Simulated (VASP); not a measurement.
# TiC (Fm-3m) in VASP: notebook, part 2 of 2

VASP 6.6.1.

## Step 3: Single point, r2SCAN (equal strain along all axes, cell held: +2.0 %)

File POSCAR:

```
TiC
1.0
    2.2071926127      2.2071926127      0.0000000000
   -2.2071926127      2.2071926127      0.0000000000
    0.0000000000      0.0000000000      4.4143852254
Ti C
2 2
Direct
    0.0000000000      0.0000000000      0.0000000000
    0.5000000000      0.5000000000      0.5000000000
    0.5000000000      0.5000000000      0.0000000000
    0.0000000000      0.0000000000      0.5000000000
```

File INCAR.step1:

```
SYSTEM = TiC
ALGO     = Normal         ! electronic algorithm
EDIFF    = 1E-4           ! SCF threshold, eV
ENCUT    = 520            ! plane-wave cutoff, eV
GGA      = PE             ! functional
ISMEAR   = 0              ! smearing method
LASPH    = .True.         ! aspherical terms in the spheres
LCHARG   = .False.        ! write CHGCAR
LREAL    = .False.        ! projectors in reciprocal space
LWAVE    = .True.         ! write WAVECAR
NBANDS   = 24             ! bands
NELM     = 100            ! most SCF steps
PREC     = Accurate       ! precision mode
SIGMA    = 0.1            ! smearing width, eV
```

File INCAR.step2:

```
SYSTEM = TiC
ALGO     = Normal         ! electronic algorithm
EDIFF    = 1E-7           ! SCF threshold, eV
ENCUT    = 520            ! plane-wave cutoff, eV
ISIF     = 2              ! what is computed and relaxed
ISMEAR   = 0              ! smearing method
ISTART   = 1            
LASPH    = .True.         ! aspherical terms in the spheres
LCHARG   = .False.        ! write CHGCAR
LMIXTAU  = .True.       
LREAL    = .False.        ! projectors in reciprocal space
LWAVE    = .False.        ! write WAVECAR
METAGGA  = R2SCAN         ! meta-GGA
NBANDS   = 24             ! bands
NELM     = 100            ! most SCF steps
PREC     = Accurate       ! precision mode
SIGMA    = 0.1            ! smearing width, eV
```

File KPOINTS:

```
k-points
0
Gamma
  18 18 12
  0 0 0
```

Potentials or basis: VASP PAW PBE potentials, release 64 (Ti_sv, C).

Run with:

```bash
cat potpaw_PBE.64/Ti_sv/POTCAR potpaw_PBE.64/C/POTCAR > POTCAR
cp INCAR.step1 INCAR
mpirun -np 1 vasp_std > vasp.out
cp INCAR.step2 INCAR
mpirun -np 1 vasp_std > vasp.out
```

OUTCAR:

```text
SYSTEM = TiC
   EDIFF = 1E-7
   ENCUT = 520
   ISIF = 2
   ISMEAR = 0
   ISTART = 1
   LASPH = .True.
   LREAL = .False.
   METAGGA = R2SCAN
   NELM = 100
   PREC = Accurate

 ion  position               nearest neighbor table
   1  0.000  0.000  0.000-   3 2.21   4 2.21   4 2.21   3 2.21   3 2.21   3 2.21
   2  0.500  0.500  0.500-   3 2.21   4 2.21   3 2.21   4 2.21   4 2.21   4 2.21
   3  0.500  0.500  0.000-   1 2.21   2 2.21   2 2.21   1 2.21   1 2.21   1 2.21
   4  0.000  0.000  0.500-   1 2.21   2 2.21   1 2.21   2 2.21   2 2.21   2 2.21

  LATTYP: Found a simple tetragonal cell.
 ALAT       =     3.1214417277
 C/A-ratio  =     1.4142135624

  Lattice vectors:

 A1 = (   2.2071926127,   2.2071926127,   0.0000000000)
 A2 = (  -2.2071926127,   2.2071926127,   0.0000000000)
 A3 = (   0.0000000000,   0.0000000000,   4.4143852254)

Analysis of symmetry for initial positions (statically):
=====================================================================
 Subroutine PRICEL returns following result:

  LATTYP: Found a face centered cubic cell.
 ALAT       =     4.4143852254

  Lattice vectors:

 A1 = (   0.0000000000,  -2.2071926127,  -2.2071926127)
 A2 = (   2.2071926127,   0.0000000000,  -2.2071926127)
 A3 = (   2.2071926127,  -2.2071926127,   0.0000000000)

   2 primitive cells build up your supercell.

 Routine SETGRP: Setting up the symmetry group for a
 simple tetragonal supercell.

 Subroutine GETGRP returns: Found 16 space group operations
 (whereof 16 operations were pure point group operations)
 out of a pool of 16 trial point group operations.

The static configuration has the point symmetry D_4h.

Analysis of symmetry for dynamics (positions and initial velocities):
=====================================================================
 Subroutine PRICEL returns following result:

  LATTYP: Found a face centered cubic cell.
 ALAT       =     4.4143852254

  Lattice vectors:

 A1 = (   0.0000000000,  -2.2071926127,  -2.2071926127)
 A2 = (   2.2071926127,   0.0000000000,  -2.2071926127)
 A3 = (   2.2071926127,  -2.2071926127,   0.0000000000)

   2 primitive cells build up your supercell.

 Routine SETGRP: Setting up the symmetry group for a
 simple tetragonal supercell.

 Subroutine GETGRP returns: Found 16 space group operations
 (whereof 16 operations were pure point group operations)
 out of a pool of 16 trial point group operations.

The dynamic configuration has the point symmetry D_4h.

 Subroutine INISYM returns: Found 16 space group operations
 (whereof 16 operations are pure point group operations),
 and found     2 'primitive' translations

----------------------------------------------------------------------------------------

                                     Primitive cell

  volume of cell :      21.5056

  direct lattice vectors                    reciprocal lattice vectors
     0.000000000 -2.207192613 -2.207192613    -0.226532110 -0.226532110 -0.226532110
     2.207192613  0.000000000 -2.207192613     0.226532110  0.226532110 -0.226532110
     2.207192613 -2.207192613  0.000000000     0.226532110 -0.226532110  0.226532110

  length of vectors
     3.121441728  3.121441728  3.121441728     0.392365124  0.392365124  0.392365124
[... 33 lines left out ...]

 Found    385 irreducible k-points:

 Following reciprocal coordinates:
            Coordinates               Weight
  0.000000  0.000000  0.000000      1.000000
  0.055556  0.000000  0.000000      4.000000
  0.111111  0.000000  0.000000      4.000000
  0.166667  0.000000  0.000000      4.000000
  0.222222  0.000000  0.000000      4.000000
  0.277778  0.000000  0.000000      4.000000
[... 16 lines left out ...]
  0.277778  0.111111  0.000000      8.000000
  0.333333  0.111111  0.000000      8.000000
 [... further k-points ...]
   k-points           NKPTS =    385   k-points in BZ     NKDIM =    385   number of bands    NBANDS=     24
   number of dos      NEDOS =    301   number of ions     NIONS =      4
   total plane-waves  NPLWV =  20736
   dimension x,y,z NGX =    24 NGY =   24 NGZ =   36
   dimension x,y,z NGXF=    48 NGYF=   48 NGZF=   72
   ions per type =               2   2
   NGX,Y,Z   is equivalent  to a cutoff of  12.78, 12.78, 13.56 a.u.
   NGXF,Y,Z  is equivalent  to a cutoff of  25.56, 25.56, 27.12 a.u.
 SYSTEM =  TiC
   PREC   = accura    normal or accurate (medium, high low for compatibility)
   ISTART =      1    job   : 0-new  1-cont  2-samecut
   ICHARG =      0    charge: 1-file 2-atom 10-const
   ISPIN  =      1    spin polarized calculation?
   LNONCOLLINEAR =      F non collinear calculations
   LSORBIT =      F    spin-orbit coupling
   LASPH  =      T    aspherical Exc in radial PAW
   ENCUT  =  520.0 eV  38.22 Ry    6.18 a.u.   5.80  5.80  8.21*2*pi/ulx,y,z
   NELM   =    100;   NELMIN=  2; NELMDL=  0     # of ELM steps
   EDIFF  = 0.1E-06   stopping-criterion for ELM
   LREAL  =      F    real-space projection
   EDIFFG = 0.1E-05   stopping-criterion for IOM
   NSW    =      0    number of steps for IOM
   IBRION =     -1    ionic relax: 0-MD 1-quasi-New 2-CG
   NFREE  =      0    steps in history (QN), initial steepest desc. (CG)
   ISIF   =      2    stress and relaxation
   ISYM   =      2    0-nonsym 1-usesym 2-fastsym
   POTIM  = 0.5000    time-step for ionic-motion
   TEBEG  =    0.0;   TEEND  =   0.0 temperature during run
   PSTRESS=    0.0 pullay stress
   NELECT =      32.0000    total number of electrons
   NUPDOWN=      -1.0000    fix difference up-down
   EMIN   =  10.00;   EMAX   =-10.00  energy-range for DOS
   EFERMI =   0.00;   METHOD = LEGACY
   ISMEAR =     0;   SIGMA  =   0.10  broadening in eV -4-tet -1-fermi 0-gaus
   EFERMI_NEDOS =   21; number of points for ismear=-14 and -15
   IALGO  =     38    algorithm
   IMIX   =      4    mixing-type and parameters
     AMIX     =   0.40;   BMIX     =  1.00
     AMIX_MAG =   1.60;   BMIX_MAG =  1.00
  volume/ion in A,a.u.               =      10.75        72.56
  Fermi-wavevector in a.u.,A,eV,Ry     =   1.483422  2.803260 29.940159  2.200540
  Thomas-Fermi vector in A             =   2.597085
   LORBIT       =      0    0 simple, 1 ext, 2 COOP (PROOUT), +10 PAW based schemes
   METAGGA = R2SCAN    functional components
   LHFCALC =     F    Hartree Fock is set to
   AEXX    =    0.0000 exact exchange contribution
   IVDW    =     0    specifies the selected vdW correction
   LEPSILON=     F    determine dielectric tensor
   LRPA    =     F    only Hartree local field effects (RPA)
 non-spin polarized calculation
 Gauss-broadening in eV      SIGMA  =   0.10
  energy-cutoff  :      520.00
  volume of cell :       43.01
 maximum number of plane-waves:      1208
 NGX is ok and might be reduce to    24
   NGX = 11   NGY = 11   NGZ = 17

 number of electron      31.9999999 magnetization

 Free energy of the ion-electron system (eV)
  ---------------------------------------------------
  ext. energy  EPLUGINS =         0.00000000
  ---------------------------------------------------
  free energy    TOTEN  =       -49.64185202 eV

  energy without entropy =      -49.63899422  energy(sigma->0) =      -49.64042312

 E-fermi :   8.8455     XC(G=0): -13.2617

 val. band max:        8.8371167424   @ k =   0.1111   0.0000   0.0833
 cond. band min:       8.8564369224   @ k =   0.3889   0.3333   0.0833
 fundamental gap:      0.0193201800
 Fermi energy:         8.8455196435

 k-point     1 :       0.0000    0.0000    0.0000
  band No.  band energies     occupation
      1     -50.3258      2.00000
      2     -50.2488      2.00000
      3     -25.6873      2.00000
      4     -25.4680      2.00000
      5     -25.4680      2.00000
      6     -25.3285      2.00000
[... 637 lines left out ...]
     23      12.8610      0.00000
     24      13.7363      0.00000

 [... further k-points ...]

------------------------ aborting loop because EDIFF is reached ----------------------------------------

  FORCE on cell =-STRESS in cart. coord.  units (eV):
  Direction    XX          YY          ZZ          XY          YZ          ZX
  --------------------------------------------------------------------------------------
  -------------------------------------------------------------------------------------
  Total       -3.4945642     -3.4945642     -3.5213146      0.0000000     -0.0000000      0.0000000
  in kB     -130.1736002   -130.1736002   -131.1700591      0.0000000     -0.0000000      0.0000000
  external PRESSURE =    -130.5057532 kB  Pullay stress =       0.0000000 kB

 VOLUME and BASIS-vectors are now :
 -----------------------------------------------------------------------------
  energy-cutoff  :      520.00
  volume of cell :       43.01
      direct lattice vectors                 reciprocal lattice vectors
     2.207192613  2.207192613  0.000000000     0.226532110  0.226532110  0.000000000
    -2.207192613  2.207192613  0.000000000    -0.226532110  0.226532110  0.000000000
     0.000000000  0.000000000  4.414385225     0.000000000  0.000000000  0.226532110

 POSITION                                       TOTAL-FORCE (eV/Angst)
 -----------------------------------------------------------------------------------
      0.00000      0.00000      0.00000         0.000000     -0.000000      0.000000
      0.00000      2.20719      2.20719         0.000000     -0.000000     -0.000000
      0.00000      2.20719      0.00000        -0.000000      0.000000      0.000000
      0.00000      0.00000      2.20719        -0.000000      0.000000      0.000000
 -----------------------------------------------------------------------------------
    total drift:                               -0.000000      0.000000     -0.000000

  FREE ENERGIE OF THE ION-ELECTRON SYSTEM (eV)
  ---------------------------------------------------
  free  energy   TOTEN  =       -49.6418520214 eV

  energy  without entropy=      -49.6389942154  energy(sigma->0) =      -49.64042312
```

Run time: 10 min. Hardware: 1 thread of Intel Xeon 6975P-C (Granite Rapids), shared host; peak memory 0.43 GiB.

What came out:

```yaml
Free_energy: -49.6419 eV
Pressure: -13.1 GPa
Band_gap_on_the_k_mesh: zero (bands 16 and 17 overlap by 1.29 eV)
```

Levels at points of the mesh, in eV from the Fermi level:
```
           k point  band 12  band 13  band 14  band 15  band 16  band 17  band 18  band 19  band 20  band 21
(0.00, 0.00, 0.00)    -1.36    -0.20    -0.20     0.82     0.82     0.82     1.58     1.58     1.58     1.58
(0.50, 0.00, 0.00)    -4.44    -2.72    -2.72    -2.66    -2.66     2.20     2.20     3.06     3.06     3.91
(0.50, 0.50, 0.00)    -3.64    -1.36    -1.36    -0.20    -0.20    -0.20    -0.20     2.50     2.50     3.47
(0.00, 0.00, 0.50)    -3.52    -0.45    -0.45    -0.45    -0.45    -0.39    -0.39     2.02     2.02     3.71
(0.50, 0.00, 0.50)    -5.84    -2.96    -2.96    -2.96    -2.96     2.89     2.89     2.89     2.89     4.03
(0.50, 0.50, 0.50)    -3.22    -3.22    -3.22    -2.81    -2.81     2.78     2.78     2.78     2.78     3.47
```

Caveat: the cell differs from its parent crystal (equal strain along all axes, cell held: +2.0 %); the cell stands under tension; the PAW data sets were made with another functional, which shifts forces and pressure a little.

## Step 4: Single point, r2SCAN (equal strain along all axes, cell held: +4.0 %)

File POSCAR:

```
TiC
1.0
    2.2504708992      2.2504708992      0.0000000000
   -2.2504708992      2.2504708992      0.0000000000
    0.0000000000      0.0000000000      4.5009417984
Ti C
2 2
Direct
    0.0000000000      0.0000000000      0.0000000000
    0.5000000000      0.5000000000      0.5000000000
    0.5000000000      0.5000000000      0.0000000000
    0.0000000000      0.0000000000      0.5000000000
```

File INCAR.step1:

```
SYSTEM = TiC
  ALGO = Normal
  EDIFF = 1E-4
  ENCUT = 520
  GGA = PE
  ISMEAR = 0
  LASPH = .True.
  LCHARG = .False.
  LREAL = .False.
  LWAVE = .True.
  NBANDS = 24
  NELM = 80
  PREC = Accurate
  SIGMA = 0.1
```

File INCAR.step2:

```
SYSTEM = TiC
  ALGO = Normal
  EDIFF = 1E-6
  ENCUT = 520
  ISIF = 2
  ISMEAR = 0
  ISTART = 1
  LASPH = .True.
  LCHARG = .False.
  LMIXTAU = .True.
  LREAL = .False.
  LWAVE = .False.
  METAGGA = R2SCAN
  NBANDS = 24
  NELM = 80
  PREC = Accurate
  SIGMA = 0.1
```

KPOINTS is that of step 3.

Run with:

```bash
cat potpaw_PBE.64/Ti_sv/POTCAR potpaw_PBE.64/C/POTCAR > POTCAR
cp INCAR.step1 INCAR
mpirun -np 1 vasp_std > vasp.out
cp INCAR.step2 INCAR
mpirun -np 1 vasp_std > vasp.out
```

Wall time 7.5 min (1 thread of Intel Xeon 6975P-C (Granite Rapids), shared host); peak memory 0.44 GiB.

It converged, with:

| Property | Result |
| --- | --- |
| Free energy | -49.3431 eV |
| Pressure | -23.7 GPa |
| Band gap on the k mesh | zero (bands 16 and 17 overlap by 1.24 eV) |

Levels at points of the mesh, in eV from the Fermi level:
| k point | band 14 | band 15 | band 16 | band 17 | band 18 | band 19 |
| --- | --- | --- | --- | --- | --- | --- |
| (0.00, 0.00, 0.00) | -0.23 | 0.78 | 0.78 | 0.78 | 1.44 | 1.44 |
| (0.50, 0.00, 0.00) | -2.59 | -2.51 | -2.51 | 2.05 | 2.05 | 2.81 |
| (0.50, 0.50, 0.00) | -1.21 | -0.23 | -0.23 | -0.23 | -0.23 | 2.29 |
| (0.00, 0.00, 0.50) | -0.44 | -0.44 | -0.44 | -0.31 | -0.31 | 1.85 |
| (0.50, 0.00, 0.50) | -2.79 | -2.79 | -2.79 | 2.66 | 2.66 | 2.66 |
| (0.50, 0.50, 0.50) | -3.10 | -2.68 | -2.68 | 2.59 | 2.59 | 2.59 |

Caveat: the cell differs from its parent crystal (equal strain along all axes, cell held: +4.0 %); the cell stands under tension; the PAW data sets were made with another functional, which shifts forces and pressure a little.

## Step 5: The runs side by side

```tsv
task	cell	k mesh	cutoff (eV)	gap on the mesh (eV)	pressure (GPa)
relaxation of cell and atoms	relaxed from a = 3.063 Å, angles 60.0°, 2 atoms, atomic positions A	16 × 16 × 16	600	none	-0.1
single point	a = 3.121, b = 3.121, c = 4.414 Å, 4 atoms, atomic positions B	18 × 18 × 12	520	none	-13.1
single point	a = 3.183, b = 3.183, c = 4.501 Å, 4 atoms, atomic positions B	18 × 18 × 12	520	none	-23.7
```

Alike in all rows: level r2SCAN; potentials or basis VASP PAW PBE potentials, release 64 (Ti_sv, C); no spin polarisation; smearing gaussian 0.1 eV.

Caveats: the PAW data sets were made with another functional, which shifts forces and pressure a little; the cell stands under tension (at least some runs).

Total energies depend on the potentials used, so only differences within one code and one set of settings carry meaning.

The gap in the log of VASP goes by the Fermi energy; the results here count the filled bands.